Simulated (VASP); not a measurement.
# CdSb2C (I-42d) in VASP: further runs

Aim: see how the results for CdSb2C move with the level of theory and the settings. Levels: r2SCAN, PBE. Tasks: single point.

Program: VASP 6.6.1. These are calculated values, not measurements. Logs are shortened: lines on timing, memory, paths and dates and some standing lists are left out, and cuts for length are marked.

### 1 The cell of the first run

Symmetry: I-42d, No. 122, tetragonal system. The conventional cell has a = 6.208 Å, b = 6.208 Å, c = 10.445 Å, α = 90.00°, β = 90.00°, γ = 90.00°. Cd (site symmetry -4) has 4 Sb at 2.87 Å within 3.8 Å. Sb (site symmetry 2) has 2 C at 2.30 Å and 2 Cd at 2.87 Å within 3.0 Å. Within 3.0 Å of C (site symmetry -4) lie 4 Sb at 2.30 Å.

### 2 Single point, r2SCAN (25.16 Å³/atom)

POSCAR

```
CdSb2C
1.0
   -3.1041171535      3.1041171535      5.2227276709
    3.1041171535     -3.1041171535      5.2227276709
    3.1041171535      3.1041171535     -5.2227276709
Cd Sb C
2 4 2
Direct
    0.0000000000      0.0000000000      0.0000000000
    0.7500000000      0.2500000000      0.5000000000
    0.3750000000      0.4513221423      0.5763221423
    0.2013221423      0.6250000000      0.0763221423
    0.8750000000      0.7986778577      0.4236778577
    0.5486778577      0.1250000000     -0.0763221423
    0.5000000000      0.5000000000      0.0000000000
    0.2500000000      0.7500000000      0.5000000000
```

INCAR.step1

```
PREC = Accurate
ENCUT = 520
ISMEAR = -1
SIGMA = 0.02
LREAL = False
LASPH = True
NELM = 60
NBANDS = 36
GGA = PE
ALGO = Normal
EDIFF = 1E-4
LWAVE = True
LCHARG = False
```

INCAR.step2

```
PREC = Accurate
ENCUT = 520
EDIFF = 1E-6
ISMEAR = -1
SIGMA = 0.02
LREAL = False
LASPH = True
NELM = 60
ALGO = Normal
ISIF = 2
LWAVE = False
LCHARG = False
METAGGA = R2SCAN
LMIXTAU = True
NBANDS = 36
ISTART = 1
```

KPOINTS

```
regular mesh
0
Gamma
  6 6 6
```

Potentials or basis: VASP PAW PBE potentials, release 64 (Cd, Sb, C).

Started as:

```bash
$ cat potpaw_PBE.64/Cd/POTCAR potpaw_PBE.64/Sb/POTCAR potpaw_PBE.64/C/POTCAR > POTCAR
$ cp INCAR.step1 INCAR
$ mpirun -np 1 vasp_std > vasp.out
$ cp INCAR.step2 INCAR
$ mpirun -np 1 vasp_std > vasp.out
```

OUTCAR:

```text
PREC = Accurate
   ENCUT = 520
   EDIFF = 1E-6
   ISMEAR = -1
   LREAL = False
   LASPH = True
   NELM = 60
   ISIF = 2
   METAGGA = R2SCAN
   ISTART = 1

 ion  position               nearest neighbor table
   1  0.000  0.000  0.000-   3 2.87   6 2.87   5 2.87   4 2.87
   2  0.750  0.250  0.500-   4 2.87   5 2.87   6 2.87   3 2.87
   3  0.375  0.451  0.576-   7 2.30   8 2.30   1 2.87   2 2.87   6 3.74   6 3.74   4 3.74   4 3.74
                             5 3.78   5 3.78
   4  0.201  0.625  0.076-   7 2.30   8 2.30   2 2.87   1 2.87   5 3.74   5 3.74   3 3.74   3 3.74
                             6 3.78   6 3.78
   5  0.875  0.799  0.424-   7 2.30   8 2.30   1 2.87   2 2.87   4 3.74   4 3.74   6 3.74   6 3.74
                             3 3.78   3 3.78
   6  0.549  0.125  0.924-   7 2.30   8 2.30   2 2.87   1 2.87   3 3.74   3 3.74   5 3.74   5 3.74
                             4 3.78   4 3.78
   7  0.500  0.500  0.000-   3 2.30   4 2.30   5 2.30   6 2.30
   8  0.250  0.750  0.500-   3 2.30   4 2.30   5 2.30   6 2.30

  LATTYP: Found a body centered tetragonal cell.
 ALAT       =     6.2082343070
 C/A-ratio  =     1.6825162881

  Lattice vectors:

 A1 = (  -3.1041171535,   3.1041171535,   5.2227276709)
 A2 = (   3.1041171535,  -3.1041171535,   5.2227276709)
 A3 = (   3.1041171535,   3.1041171535,  -5.2227276709)

Analysis of symmetry for initial positions (statically):
=====================================================================
 Subroutine PRICEL returns:
 Original cell was already a primitive cell.

 Routine SETGRP: Setting up the symmetry group for a
 body centered tetragonal supercell.

 Subroutine GETGRP returns: Found  8 space group operations
 (whereof  4 operations were pure point group operations)
 out of a pool of 16 trial point group operations.

The static configuration has the point symmetry S_4 .
 The point group associated with its full space group is D_2d.

Analysis of symmetry for dynamics (positions and initial velocities):
=====================================================================
 Subroutine PRICEL returns:
 Original cell was already a primitive cell.

 Routine SETGRP: Setting up the symmetry group for a
 body centered tetragonal supercell.

 Subroutine GETGRP returns: Found  8 space group operations
 (whereof  4 operations were pure point group operations)
 out of a pool of 16 trial point group operations.

The dynamic configuration has the point symmetry S_4 .
 The point group associated with its full space group is D_2d.

 Subroutine INISYM returns: Found  8 space group operations
 (whereof  4 operations are pure point group operations),
 and found     1 'primitive' translations

----------------------------------------------------------------------------------------

                                     Primitive cell

  volume of cell :     201.2953

  direct lattice vectors                    reciprocal lattice vectors
    -3.104117153  3.104117153  5.222727671     0.000000000  0.161076395  0.095735415
     3.104117153 -3.104117153  5.222727671     0.161076395  0.000000000  0.095735415
     3.104117153  3.104117153 -5.222727671     0.161076395  0.161076395  0.000000000

  length of vectors
     6.822607341  6.822607341  6.822607341     0.187378960  0.187378960  0.227796422

  position of ions in fractional coordinates (direct lattice)
     0.000000000  0.000000000  0.000000000
     0.750000000  0.250000000  0.500000000
     0.375000000  0.451322142  0.576322142
     0.201322142  0.625000000  0.076322142
     0.875000000  0.798677858  0.423677858
     0.548677858  0.125000000  0.923677858
     0.500000000  0.500000000  0.000000000
     0.250000000  0.750000000  0.500000000

  ion indices of the primitive-cell ions
   primitive index   ion index
                 1           1
                 2           2
                 3           3
                 4           4
                 5           5
                 6           6
                 7           7
                 8           8

----------------------------------------------------------------------------------------

 KPOINTS: regular mesh

Automatic generation of k-mesh.
 Grid dimensions read from file:
 generate k-points for:    6    6    6

 Generating k-lattice:

  Cartesian coordinates                     Fractional coordinates (reciprocal lattice)
     0.000000000  0.026846066  0.015955902     0.166666667 -0.000000000  0.000000000
     0.026846066  0.000000000  0.015955902    -0.000000000  0.166666667  0.000000000
     0.026846066  0.026846066  0.000000000     0.000000000  0.000000000  0.166666667

  Length of vectors
     0.031229827  0.031229827  0.037966070

  Shift w.r.t. Gamma in fractional coordinates (k-lattice)
     0.000000000  0.000000000  0.000000000

 Subroutine IBZKPT returns following result:
 ===========================================

 Found     30 irreducible k-points:

 Following reciprocal coordinates:
            Coordinates               Weight
  0.000000  0.000000  0.000000      1.000000
  0.166667  0.000000  0.000000      8.000000
  0.333333  0.000000  0.000000      8.000000
  0.500000  0.000000 -0.000000      4.000000
  0.166667  0.166667  0.000000      8.000000
  0.333333  0.166667  0.000000     16.000000
[... 16 lines left out ...]
 -0.333333 -0.333333  0.166667      8.000000
 -0.166667 -0.333333  0.166667      8.000000
 [... further k-points ...]
   k-points           NKPTS =     30   k-points in BZ     NKDIM =     30   number of bands    NBANDS=     36
   number of dos      NEDOS =    301   number of ions     NIONS =      8
   total plane-waves  NPLWV = 157464
   dimension x,y,z NGX =    54 NGY =   54 NGZ =   54
   dimension x,y,z NGXF=   108 NGYF=  108 NGZF=  108
   ions per type =               2   4   2
   NGX,Y,Z   is equivalent  to a cutoff of  13.16, 13.16, 13.16 a.u.
   NGXF,Y,Z  is equivalent  to a cutoff of  26.32, 26.32, 26.32 a.u.
 SYSTEM =  unknown system
   PREC   = accura    normal or accurate (medium, high low for compatibility)
   ISTART =      1    job   : 0-new  1-cont  2-samecut
   ICHARG =      0    charge: 1-file 2-atom 10-const
   ISPIN  =      1    spin polarized calculation?
   LNONCOLLINEAR =      F non collinear calculations
   LSORBIT =      F    spin-orbit coupling
   LASPH  =      T    aspherical Exc in radial PAW
   ENCUT  =  520.0 eV  38.22 Ry    6.18 a.u.  12.69 12.69 12.69*2*pi/ulx,y,z
   NELM   =     60;   NELMIN=  2; NELMDL=  0     # of ELM steps
   EDIFF  = 0.1E-05   stopping-criterion for ELM
   LREAL  =      F    real-space projection
   EDIFFG = 0.1E-04   stopping-criterion for IOM
   NSW    =      0    number of steps for IOM
   IBRION =     -1    ionic relax: 0-MD 1-quasi-New 2-CG
   NFREE  =      0    steps in history (QN), initial steepest desc. (CG)
   ISIF   =      2    stress and relaxation
   ISYM   =      2    0-nonsym 1-usesym 2-fastsym
   POTIM  = 0.5000    time-step for ionic-motion
   TEBEG  =    0.0;   TEEND  =   0.0 temperature during run
   PSTRESS=    0.0 pullay stress
   NELECT =      52.0000    total number of electrons
   NUPDOWN=      -1.0000    fix difference up-down
   EMIN   =  10.00;   EMAX   =-10.00  energy-range for DOS
   EFERMI =   0.00;   METHOD = LEGACY
   ISMEAR =    -1;   SIGMA  =   0.02  broadening in eV -4-tet -1-fermi 0-gaus
   EFERMI_NEDOS =   21; number of points for ismear=-14 and -15
   IALGO  =     38    algorithm
   IMIX   =      4    mixing-type and parameters
     AMIX     =   0.40;   BMIX     =  1.00
     AMIX_MAG =   1.60;   BMIX_MAG =  1.00
  volume/ion in A,a.u.               =      25.16       169.80
  Fermi-wavevector in a.u.,A,eV,Ry     =   1.042633  1.970290 14.790667  1.087083
  Thomas-Fermi vector in A             =   2.177307
   LORBIT       =      0    0 simple, 1 ext, 2 COOP (PROOUT), +10 PAW based schemes
   METAGGA = R2SCAN    functional components
   LHFCALC =     F    Hartree Fock is set to
   AEXX    =    0.0000 exact exchange contribution
   IVDW    =     0    specifies the selected vdW correction
   LEPSILON=     F    determine dielectric tensor
   LRPA    =     F    only Hartree local field effects (RPA)
 non-spin polarized calculation
  energy-cutoff  :      520.00
  volume of cell :      201.30
 maximum number of plane-waves:      5455
 NGX is ok and might be reduce to    54
   NGX = 25   NGY = 25   NGZ = 25

 number of electron      51.9999998 magnetization

 Free energy of the ion-electron system (eV)
  ---------------------------------------------------
  ext. energy  EPLUGINS =         0.00000000
  ---------------------------------------------------
  free energy    TOTEN  =      -157.34764812 eV

  energy without entropy =     -157.34760837  energy(sigma->0) =     -157.34762825

 E-fermi :   4.7886     XC(G=0):  -9.9378

 val. band max:        4.6555448387   @ k =  -0.1667   0.3333   0.1667
 cond. band min:       4.8705127229   @ k =   0.0000   0.0000   0.0000
 fundamental gap:      0.2149678842
 Fermi energy:         4.7885950133

 k-point     1 :       0.0000    0.0000    0.0000
  band No.  band energies     occupation
      1      -9.2429      2.00000
      2      -7.0989      2.00000
      3      -5.3141      2.00000
      4      -5.3141      2.00000
      5      -5.3115      2.00000
      6      -4.3377      2.00000
[... 28 lines left out ...]
     35       9.7557      0.00000
     36       9.7557      0.00000

 k-point     2 :       0.1667    0.0000    0.0000
  band No.  band energies     occupation
      1      -9.1642      2.00000
      2      -7.2984      2.00000
      3      -5.3623      2.00000
      4      -5.3107      2.00000
      5      -5.1620      2.00000
      6      -4.3482      2.00000
[... 28 lines left out ...]
     35       9.4140      0.00000
     36       9.7010      0.00000

 k-point     3 :       0.3333    0.0000    0.0000
  band No.  band energies     occupation
      1      -8.9629      2.00000
      2      -7.6861      2.00000
      3      -5.4398      2.00000
      4      -5.3236      2.00000
      5      -4.9212      2.00000
      6      -4.4341      2.00000
[... 28 lines left out ...]
     35       9.3430      0.00000
     36       9.4844      0.00000

 k-point     4 :       0.5000    0.0000   -0.0000
  band No.  band energies     occupation
      1      -8.8156      2.00000
      2      -7.9097      2.00000
      3      -5.4770      2.00000
      4      -5.3312      2.00000
      5      -4.7946      2.00000
      6      -4.5298      2.00000
[... 28 lines left out ...]
     35       9.3380      0.00000
     36       9.6194      0.00000

 k-point     5 :       0.1667    0.1667    0.0000
  band No.  band energies     occupation
      1      -9.0460      2.00000
      2      -7.5502      2.00000
      3      -5.3783      2.00000
      4      -5.3389      2.00000
      5      -4.9866      2.00000
      6      -4.3812      2.00000
[... 655 lines left out ...]
 k-point    22 :      -0.1667    0.5000    0.1667
  band No.  band energies     occupation
      1      -8.7783      2.00000
      2      -7.9818      2.00000
      3      -5.4747      2.00000
      4      -5.3380      2.00000
      5      -4.7406      2.00000
      6      -4.5025      2.00000
[... 28 lines left out ...]
     35       9.0035      0.00000
     36       9.3767      0.00000

 k-point    23 :      -0.3333   -0.3333    0.1667
  band No.  band energies     occupation
      1      -8.8006      2.00000
      2      -7.9727      2.00000
      3      -5.3910      2.00000
      4      -5.3669      2.00000
      5      -4.7475      2.00000
      6      -4.4456      2.00000
[... 28 lines left out ...]
     35       9.2231      0.00000
     36       9.7391      0.00000

 k-point    24 :      -0.1667   -0.3333    0.1667
  band No.  band energies     occupation
      1      -8.9879      2.00000
      2      -7.6882      2.00000
      3      -5.3727      2.00000
      4      -5.3210      2.00000
      5      -4.8964      2.00000
      6      -4.3800      2.00000
[... 28 lines left out ...]
     35       9.3133      0.00000
     36       9.6330      0.00000

 [... further k-points ...]

------------------------ aborting loop because EDIFF is reached ----------------------------------------

  FORCE on cell =-STRESS in cart. coord.  units (eV):
  Direction    XX          YY          ZZ          XY          YZ          ZX
  --------------------------------------------------------------------------------------
  -------------------------------------------------------------------------------------
  Total       -4.4134050     -4.4134050     -3.7805067      0.0000000      0.0000000      0.0000000
  in kB      -35.1277866    -35.1277866    -30.0903346      0.0000000      0.0000000      0.0000000
  external PRESSURE =     -33.4486359 kB  Pullay stress =       0.0000000 kB

 VOLUME and BASIS-vectors are now :
 -----------------------------------------------------------------------------
  energy-cutoff  :      520.00
  volume of cell :      201.30
      direct lattice vectors                 reciprocal lattice vectors
    -3.104117153  3.104117153  5.222727671     0.000000000  0.161076395  0.095735415
     3.104117153 -3.104117153  5.222727671     0.161076395  0.000000000  0.095735415
     3.104117153  3.104117153 -5.222727671     0.161076395  0.161076395  0.000000000

 POSITION                                       TOTAL-FORCE (eV/Angst)
 -----------------------------------------------------------------------------------
      0.00000      0.00000      0.00000        -0.000000     -0.000000     -0.000000
     -0.00000      3.10412      2.61136        -0.000000      0.000000      0.000000
      2.02588      1.55206      1.30568         0.049023     -0.000000      0.000000
      1.55206     -1.07823      3.91705        -0.000000      0.049023      0.000000
      1.07823      1.55206      6.52841        -0.049023      0.000000     -0.000000
      1.55206      4.18235     -1.30568        -0.000000     -0.049023     -0.000000
      0.00000      0.00000      5.22273        -0.000000      0.000000     -0.000000
      3.10412     -0.00000      2.61136        -0.000000      0.000000     -0.000000
 -----------------------------------------------------------------------------------
    total drift:                               -0.000001     -0.000001      0.000010

  FREE ENERGIE OF THE ION-ELECTRON SYSTEM (eV)
  ---------------------------------------------------
  free  energy   TOTEN  =      -157.3476481226 eV

  energy  without entropy=     -157.3476083738  energy(sigma->0) =     -157.34762825
```

Run time: 14 min. Hardware: 1 thread of Intel Xeon Platinum 8488C (Sapphire Rapids), shared host; peak memory 0.51 GiB.

Results:

```
Free energy            : -157.3476 eV
Pressure               : -3.3 GPa
Largest force          : 0.049 eV/Å
Band gap on the k mesh : 0.21 eV (least direct gap 0.49 eV)
```

Forces on the atoms (eV/Å):
```
Cd   0.000  0.000  0.000
Cd   0.000  0.000  0.000
Sb   0.049  0.000  0.000
Sb   0.000  0.049  0.000
Sb  -0.049  0.000  0.000
Sb   0.000 -0.049  0.000
C    0.000  0.000  0.000
C    0.000  0.000  0.000
```

Caveat: the cell stands under tension; semilocal functionals underestimate gaps, and a narrow one can read as zero; the PAW data sets were made with another functional, which shifts forces and pressure a little; spin-orbit coupling is left out, which moves the levels of the heavy elements. A k mesh can miss the band edges.

### 3 Single point, PBE (25.03 Å³/atom)

This run uses another cell than the first one, of 25.03 Å³/atom.

INCAR

```
SYSTEM = CdSb2C
ALGO = Normal ; EDIFF = 1E-7
ENCUT = 520 ; GGA = PE
ISIF = 2 ; ISMEAR = -1
LASPH = .TRUE. ; LCHARG = .FALSE.
LREAL = .FALSE. ; LWAVE = .FALSE.
NBANDS = 36 ; NELM = 60
PREC = Accurate ; SIGMA = 0.02
```

KPOINTS

```
k-points
0
G
  6 6 6
  0 0 0
```

POSCAR

```
CdSb2C
1.0
   -3.1026256608      3.1026256608      5.1993564263
    3.1026256608     -3.1026256608      5.1993564263
    3.1026256608      3.1026256608     -5.1993564263
Cd Sb C
2 4 2
Direct
    0.0000000000      0.0000000000      0.0000000000
    0.7500000000      0.2500000000      0.5000000000
    0.3750000000      0.4524834671      0.5774834671
    0.2024834671      0.6250000000      0.0774834671
    0.8750000000      0.7975165329      0.4225165329
    0.5475165329      0.1250000000     -0.0774834671
    0.5000000000      0.5000000000      0.0000000000
    0.2500000000      0.7500000000      0.5000000000
```

Potentials or basis: VASP PAW PBE potentials, release 64 (Cd, Sb, C).

Started as:

```bash
$ cat potpaw_PBE.64/Cd/POTCAR potpaw_PBE.64/Sb/POTCAR potpaw_PBE.64/C/POTCAR > POTCAR
$ mpirun -np 1 vasp_std > vasp.out
```

It took 4 min on 1 thread of AMD EPYC 9R45 (Zen 5), shared host; peak memory 0.48 GiB.

The run converged. Its results:

* Free energy: -30.8966 eV
* Pressure: -1.6 GPa
* Largest force: 0.028 eV/Å
* Band gap on the k mesh: 0.18 eV (least direct gap 0.54 eV)

Forces in eV/Å, atoms in the order of the input:
```
Cd   0.000  0.000  0.000
Cd   0.000  0.000  0.000
Sb   0.028  0.000  0.000
Sb   0.000  0.028  0.000
Sb  -0.028  0.000  0.000
Sb   0.000 -0.028  0.000
C    0.000  0.000  0.000
C    0.000  0.000  0.000
```

Stress tensor (GPa, compression positive):
```
-1.63  0.00  0.00
 0.00 -1.63  0.00
 0.00  0.00 -1.44
```

Levels at points of the mesh, in eV from the valence-band top:
| k point | band 22 | band 23 | band 24 | band 25 | band 26 | band 27 | band 28 | band 29 | band 30 | band 31 |
| --- | --- | --- | --- | --- | --- | --- | --- | --- | --- | --- |
| (0.00, 0.00, 0.00) | -2.14 | -2.14 | -0.44 | -0.36 | -0.36 | 0.18 | 0.44 | 0.57 | 2.39 | 2.39 |
| (0.50, 0.00, 0.00) | -2.95 | -2.12 | -1.59 | -0.73 | -0.29 | 1.33 | 1.34 | 2.08 | 2.24 | 3.05 |
| (0.50, 0.50, 0.00) | -2.28 | -1.27 | -1.27 | -0.56 | -0.56 | 0.44 | 0.44 | 1.84 | 1.84 | 3.06 |
| (0.50, 0.50, 0.50) | -2.30 | -2.27 | -2.27 | -0.37 | -0.37 | 0.66 | 0.66 | 1.85 | 1.85 | 2.27 |

Caveat: semilocal functionals underestimate gaps, and a narrow one can read as zero; spin-orbit coupling is left out, which moves the levels of the heavy elements. A k mesh can miss the band edges.
